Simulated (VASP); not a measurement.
Runs of VASP 6.6.1 on NaI (rock salt type). The structure is that of space group Fm-3m (No. 225), or close to it. The cells are those of the table. 

```tsv
cell	gap on the mesh (eV)	pressure (GPa)
a = 4.586 Å, angles 60.0°, 2 atoms	4.64	0.1
a = 4.539 Å, angles 60.0°, 2 atoms	4.73	0.6
a = 4.678 Å, angles 60.0°, 2 atoms	(a)	-0.8
a = 4.633 Å, angles 60.0°, 2 atoms	4.55	(b)
```

Alike in all rows: task single point; level HSE06; potentials or basis VASP PAW PBE potentials, release 64 (Na_pv, I); no spin polarisation; k mesh 4 × 4 × 4; cutoff (eV) 520; smearing fermi-dirac 0.05 eV.

Q: Estimate the missing entries.

A: (a) 4.48; (b) -0.4.

Caveats: some runs use coarse meshes; the PAW data sets were made with another functional, which shifts forces and pressure a little; spin-orbit coupling is left out, which moves the levels of the heavy elements.

A k mesh can miss the band edges, and the runs leave out spin-orbit coupling on I.
